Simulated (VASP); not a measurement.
# Ga3Sb (I4/mmm) in VASP: a series of runs

Ga3Sb is run at these levels: PBE+D3(BJ); tasks: single point.

Program: VASP 6.6.1. These are calculated values, not measurements. Logs are shortened: lines on timing, memory, paths and dates and some standing lists are left out, and cuts for length are marked.

### Step 1. The cell of the first run

Symmetry: I4/mmm, No. 139, tetragonal system. Conventional cell: a = 4.229 Å, b = 4.229 Å, c = 9.337 Å, α = 90.00°, β = 90.00°, γ = 90.00°. Within 3.9 Å of Ga (site symmetry -4m2) lie 8 Ga at 2.99 to 3.15 Å and 4 Sb at 3.15 Å. Ga (site symmetry 4/mmm) has 4 Sb at 2.99 Å and 8 Ga at 3.15 Å within 3.9 Å. Within 3.9 Å of Sb (site symmetry 4/mmm) lie 12 Ga at 2.99 to 3.15 Å.

### Step 2. Single point, PBE+D3(BJ) (20.88 Å³/atom)

Contents of INCAR:

```
SYSTEM = Ga3Sb
  PREC = Accurate
  ENCUT = 520
  EDIFF = 1E-7
  ISMEAR = 0
  SIGMA = 0.15
  LREAL = .FALSE.
  LASPH = .TRUE.
  NELM = 100
  ALGO = Fast
  ISIF = 2
  LWAVE = .FALSE.
  LCHARG = .TRUE.
  GGA = PE
  IVDW = 12
  LELF = .TRUE.
  LVHAR = .TRUE.
  NBANDS = 30
```

Contents of KPOINTS:

```
Automatic mesh
0
G
  14 14 14
  0 0 0
```

Contents of POSCAR:

```
Ga3Sb
1.0
   -2.1147253853      2.1147253853      4.6686792331
    2.1147253853     -2.1147253853      4.6686792331
    2.1147253853      2.1147253853     -4.6686792331
Ga Sb
3 1
Direct
    0.7500000000      0.2500000000      0.5000000000
    0.2500000000      0.7500000000      0.5000000000
    0.5000000000      0.5000000000      0.0000000000
    0.0000000000      0.0000000000      0.0000000000
```

Potentials or basis: VASP PAW PBE potentials, release 64 (Ga_d, Sb).

The run is started by

```sh
$ cat potpaw_PBE.64/Ga_d/POTCAR potpaw_PBE.64/Sb/POTCAR > POTCAR
$ mpirun -np 1 vasp_std > vasp.out
```

OUTCAR:

```text
SYSTEM = Ga3Sb
   PREC = Accurate
   ENCUT = 520
   EDIFF = 1E-7
   ISMEAR = 0
   LREAL = .FALSE.
   LASPH = .TRUE.
   NELM = 100
   ISIF = 2
   GGA = PE
   IVDW = 12
 IVDW          = 12

 ion  position               nearest neighbor table
   1  0.750  0.250  0.500-   4 3.15   4 3.15   4 3.15   4 3.15
   2  0.250  0.750  0.500-   4 3.15   4 3.15   4 3.15   4 3.15
   3  0.500  0.500  0.000-   4 2.99   4 2.99   4 2.99   4 2.99
   4  0.000  0.000  0.000-   3 2.99   3 2.99   3 2.99   3 2.99   2 3.15   1 3.15   2 3.15   2 3.15
                             1 3.15   1 3.15   2 3.15   1 3.15

  LATTYP: Found a body centered tetragonal cell.
 ALAT       =     4.2294507706
 C/A-ratio  =     2.2077000000

  Lattice vectors:

 A1 = (  -2.1147253853,   2.1147253853,   4.6686792331)
 A2 = (   2.1147253853,  -2.1147253853,   4.6686792331)
 A3 = (   2.1147253853,   2.1147253853,  -4.6686792331)

Analysis of symmetry for initial positions (statically):
=====================================================================
 Subroutine PRICEL returns:
 Original cell was already a primitive cell.

 Routine SETGRP: Setting up the symmetry group for a
 body centered tetragonal supercell.

 Subroutine GETGRP returns: Found 16 space group operations
 (whereof 16 operations were pure point group operations)
 out of a pool of 16 trial point group operations.

The static configuration has the point symmetry D_4h.

Analysis of symmetry for dynamics (positions and initial velocities):
=====================================================================
 Subroutine PRICEL returns:
 Original cell was already a primitive cell.

 Routine SETGRP: Setting up the symmetry group for a
 body centered tetragonal supercell.

 Subroutine GETGRP returns: Found 16 space group operations
 (whereof 16 operations were pure point group operations)
 out of a pool of 16 trial point group operations.

The dynamic configuration has the point symmetry D_4h.

 Subroutine INISYM returns: Found 16 space group operations
 (whereof 16 operations are pure point group operations),
 and found     1 'primitive' translations

----------------------------------------------------------------------------------------

                                     Primitive cell

  volume of cell :      83.5145

  direct lattice vectors                    reciprocal lattice vectors
    -2.114725385  2.114725385  4.668679233     0.000000000  0.236437319  0.107096670
     2.114725385 -2.114725385  4.668679233     0.236437319  0.000000000  0.107096670
     2.114725385  2.114725385 -4.668679233     0.236437319  0.236437319  0.000000000

  length of vectors
     5.544428978  5.544428978  5.544428978     0.259561751  0.259561751  0.334372863

  position of ions in fractional coordinates (direct lattice)
     0.750000000  0.250000000  0.500000000
     0.250000000  0.750000000  0.500000000
     0.500000000  0.500000000  0.000000000
     0.000000000  0.000000000  0.000000000

  ion indices of the primitive-cell ions
   primitive index   ion index
                 1           1
                 2           2
                 3           3
                 4           4

----------------------------------------------------------------------------------------

 KPOINTS: Automatic mesh

Automatic generation of k-mesh.
 Grid dimensions read from file:
 generate k-points for:   14   14   14

 Generating k-lattice:

  Cartesian coordinates                     Fractional coordinates (reciprocal lattice)
     0.000000000  0.016888380  0.007649762     0.071428571  0.000000000  0.000000000
     0.016888380  0.000000000  0.007649762     0.000000000  0.071428571  0.000000000
     0.016888380  0.016888380  0.000000000     0.000000000  0.000000000  0.071428571

  Length of vectors
     0.018540125  0.018540125  0.023883776

  Shift w.r.t. Gamma in fractional coordinates (k-lattice)
     0.000000000  0.000000000  0.000000000

 Subroutine IBZKPT returns following result:
 ===========================================

 Found    244 irreducible k-points:

 Following reciprocal coordinates:
            Coordinates               Weight
  0.000000  0.000000  0.000000      1.000000
  0.071429  0.000000 -0.000000      8.000000
  0.142857  0.000000 -0.000000      8.000000
  0.214286  0.000000 -0.000000      8.000000
  0.285714  0.000000 -0.000000      8.000000
  0.357143  0.000000 -0.000000      8.000000
[... 16 lines left out ...]
  0.214286  0.142857 -0.000000     16.000000
  0.285714  0.142857 -0.000000     16.000000
 [... further k-points ...]
   k-points           NKPTS =    244   k-points in BZ     NKDIM =    244   number of bands    NBANDS=     30
   number of dos      NEDOS =    301   number of ions     NIONS =      4
   total plane-waves  NPLWV =  74088
   dimension x,y,z NGX =    42 NGY =   42 NGZ =   42
   dimension x,y,z NGXF=    84 NGYF=   84 NGZF=   84
   ions per type =               3   1
   NGX,Y,Z   is equivalent  to a cutoff of  12.59, 12.59, 12.59 a.u.
   NGXF,Y,Z  is equivalent  to a cutoff of  25.19, 25.19, 25.19 a.u.
 SYSTEM =  Ga3Sb
   PREC   = accura    normal or accurate (medium, high low for compatibility)
   ISTART =      0    job   : 0-new  1-cont  2-samecut
   ICHARG =      2    charge: 1-file 2-atom 10-const
   ISPIN  =      1    spin polarized calculation?
   LNONCOLLINEAR =      F non collinear calculations
   LSORBIT =      F    spin-orbit coupling
   LASPH  =      T    aspherical Exc in radial PAW
   ENCUT  =  520.0 eV  38.22 Ry    6.18 a.u.  10.31 10.31 10.31*2*pi/ulx,y,z
   NELM   =    100;   NELMIN=  2; NELMDL= -5     # of ELM steps
   EDIFF  = 0.1E-06   stopping-criterion for ELM
   LREAL  =      F    real-space projection
   EDIFFG = 0.1E-05   stopping-criterion for IOM
   NSW    =      0    number of steps for IOM
   IBRION =     -1    ionic relax: 0-MD 1-quasi-New 2-CG
   NFREE  =      0    steps in history (QN), initial steepest desc. (CG)
   ISIF   =      2    stress and relaxation
   ISYM   =      2    0-nonsym 1-usesym 2-fastsym
   POTIM  = 0.5000    time-step for ionic-motion
   TEBEG  =    0.0;   TEEND  =   0.0 temperature during run
   PSTRESS=    0.0 pullay stress
   NELECT =      44.0000    total number of electrons
   NUPDOWN=      -1.0000    fix difference up-down
   EMIN   =  10.00;   EMAX   =-10.00  energy-range for DOS
   EFERMI =   0.00;   METHOD = LEGACY
   ISMEAR =     0;   SIGMA  =   0.15  broadening in eV -4-tet -1-fermi 0-gaus
   EFERMI_NEDOS =   21; number of points for ismear=-14 and -15
   IALGO  =     68    algorithm
   IMIX   =      4    mixing-type and parameters
     AMIX     =   0.40;   BMIX     =  1.00
     AMIX_MAG =   1.60;   BMIX_MAG =  1.00
  volume/ion in A,a.u.               =      20.88       140.90
  Fermi-wavevector in a.u.,A,eV,Ry     =   1.322224  2.498641 23.786746  1.748277
  Thomas-Fermi vector in A             =   2.451921
   LORBIT       =      0    0 simple, 1 ext, 2 COOP (PROOUT), +10 PAW based schemes
   GGA     = PE    functional components
   LHFCALC =     F    Hartree Fock is set to
   AEXX    =    0.0000 exact exchange contribution
   IVDW    =    12    specifies the selected vdW correction
   LEPSILON=     F    determine dielectric tensor
   LRPA    =     F    only Hartree local field effects (RPA)
 non-spin polarized calculation
 RMM-DIIS sequential band-by-band and
 Gauss-broadening in eV      SIGMA  =   0.15
  energy-cutoff  :      520.00
  volume of cell :       83.51
 maximum number of plane-waves:      2268
 NGX is ok and might be reduce to    42
   NGX = 21   NGY = 21   NGZ = 21

 number of electron      43.9999998 magnetization

 Free energy of the ion-electron system (eV)
  ---------------------------------------------------
  ext. energy  EPLUGINS =         0.00000000
  ---------------------------------------------------
  free energy    TOTEN  =       -12.53607565 eV

  energy without entropy =      -12.51652511  energy(sigma->0) =      -12.52630038

 E-fermi :   6.5362     XC(G=0): -10.7547

 val. band max:        6.5322903845   @ k =  -0.4286   0.1429   0.0000
 cond. band min:       6.5520008701   @ k =   0.5000   0.3571  -0.0000
 fundamental gap:      0.0197104856
 Fermi energy:         6.5361808280

 k-point     1 :       0.0000    0.0000    0.0000
  band No.  band energies     occupation
      1      -8.4475      2.00000
      2      -8.3993      2.00000
      3      -8.3785      2.00000
      4      -8.3315      2.00000
      5      -8.3315      2.00000
      6      -8.3311      2.00000
[... 22 lines left out ...]
     29      14.4135      0.00000
     30      14.8122      0.00000

 k-point     2 :       0.0714    0.0000   -0.0000
  band No.  band energies     occupation
      1      -8.4439      2.00000
      2      -8.3981      2.00000
      3      -8.3756      2.00000
      4      -8.3412      2.00000
      5      -8.3403      2.00000
      6      -8.3224      2.00000
[... 22 lines left out ...]
     29      14.8481      0.00000
     30      15.1949      0.00000

 k-point     3 :       0.1429    0.0000   -0.0000
  band No.  band energies     occupation
      1      -8.4333      2.00000
      2      -8.3950      2.00000
      3      -8.3674      2.00000
      4      -8.3509      2.00000
      5      -8.3457      2.00000
      6      -8.3165      2.00000
[... 22 lines left out ...]
     29      15.3367      0.00000
     30      15.6637      0.00000

 k-point     4 :       0.2143    0.0000   -0.0000
  band No.  band energies     occupation
      1      -8.4163      2.00000
      2      -8.3912      2.00000
      3      -8.3597      2.00000
      4      -8.3552      2.00000
      5      -8.3448      2.00000
      6      -8.3131      2.00000
[... 22 lines left out ...]
     29      14.1609      0.00000
     30      14.3847      0.00000

 k-point     5 :       0.2857    0.0000   -0.0000
  band No.  band energies     occupation
      1      -8.3938      2.00000
      2      -8.3872      2.00000
      3      -8.3669      2.00000
      4      -8.3411      2.00000
      5      -8.3369      2.00000
      6      -8.3101      2.00000
[... 22 lines left out ...]
     29      13.1371      0.00000
     30      13.2231      0.00000
[... 526 lines left out ...]
     29      14.6587      0.00000
     30      15.9554      0.00000

 k-point    22 :       0.1429    0.1429   -0.0000
  band No.  band energies     occupation
      1      -8.4246      2.00000
      2      -8.3955      2.00000
      3      -8.3626      2.00000
      4      -8.3572      2.00000
      5      -8.3516      2.00000
      6      -8.3165      2.00000
[... 22 lines left out ...]
     29      12.8878      0.00000
     30      15.0092      0.00000

 k-point    23 :       0.2143    0.1429   -0.0000
  band No.  band energies     occupation
      1      -8.4145      2.00000
      2      -8.3949      2.00000
      3      -8.3636      2.00000
      4      -8.3547      2.00000
      5      -8.3385      2.00000
      6      -8.3178      2.00000
[... 22 lines left out ...]
     29      11.7490      0.00000
     30      14.4337      0.00000

 k-point    24 :       0.2857    0.1429   -0.0000
  band No.  band energies     occupation
      1      -8.4031      2.00000
      2      -8.3902      2.00000
      3      -8.3651      2.00000
      4      -8.3451      2.00000
      5      -8.3281      2.00000
      6      -8.3169      2.00000
[... 22 lines left out ...]
     29      11.4118      0.00000
     30      14.4443      0.00000

 [... further k-points ...]

------------------------ aborting loop because EDIFF is reached ----------------------------------------

 Edisp (eV)   -1.42752

 E8    (eV) :    -0.6629

  FORCE on cell =-STRESS in cart. coord.  units (eV):
  Direction    XX          YY          ZZ          XY          YZ          ZX
  --------------------------------------------------------------------------------------
  -------------------------------------------------------------------------------------
  Total      -0.00045    -0.00045    -0.26124     0.00000     0.00000     0.00000
  in kB      -0.00857    -0.00857    -5.01180     0.00000     0.00000     0.00000
  external pressure =       -1.68 kB  Pullay stress =        0.00 kB

 VOLUME and BASIS-vectors are now :
 -----------------------------------------------------------------------------
  energy-cutoff  :      520.00
  volume of cell :       83.51
      direct lattice vectors                 reciprocal lattice vectors
    -2.114725385  2.114725385  4.668679233     0.000000000  0.236437319  0.107096670
     2.114725385 -2.114725385  4.668679233     0.236437319  0.000000000  0.107096670
     2.114725385  2.114725385 -4.668679233     0.236437319  0.236437319  0.000000000

 POSITION                                       TOTAL-FORCE (eV/Angst)
 -----------------------------------------------------------------------------------
      0.00000      2.11473      2.33434         0.000000     -0.000000     -0.000000
      2.11473      0.00000      2.33434        -0.000000      0.000000      0.000000
      0.00000      0.00000      4.66868         0.000000      0.000000      0.000000
      0.00000      0.00000      0.00000         0.000000      0.000000      0.000000
 -----------------------------------------------------------------------------------
    total drift:                               -0.000000      0.000000      0.000000

  FREE ENERGIE OF THE ION-ELECTRON SYSTEM (eV)
  ---------------------------------------------------
  free  energy   TOTEN  =       -13.9635984657 eV

  energy  without entropy=      -13.9440479258  energy(sigma->0) =      -13.95382320
```

It took 27 min on 1 thread of Oxide Virtual Turin-like, shared host; peak memory 0.62 GiB.

Results:

* Free energy: -13.9636 eV
* Pressure: -0.2 GPa
* Band gap on the k mesh: zero (bands 22 and 23 overlap by 4.63 eV)
* Dispersion energy per atom: -0.357 eV

Stress tensor (GPa, compression positive):
```
 0.00  0.00  0.00
 0.00  0.00  0.00
 0.00  0.00 -0.50
```

Levels at points of the mesh, in eV from the Fermi level:
```
           k point  band 18  band 19  band 20  band 21  band 22  band 23  band 24  band 25  band 26  band 27
(0.00, 0.00, 0.00)    -4.11    -2.85    -1.88    -1.88    -1.72    -0.36    -0.36     0.95     1.16     4.65
(0.50, 0.00, 0.00)    -5.55    -5.23    -0.96    -0.39    -0.18     0.43     1.66     2.77     3.32     3.48
(0.50, 0.50, 0.00)    -5.83    -5.18    -5.01    -4.33    -0.58    -0.03     0.23     1.00     6.82     6.83
(0.50, 0.50, 0.50)    -3.63    -3.11    -3.11    -2.30     2.25     2.73     2.73     3.98     4.22     4.54
```

Caveat: spin-orbit coupling is left out, which moves the levels of the heavy elements.

(Part 1 of 2 ends here.)
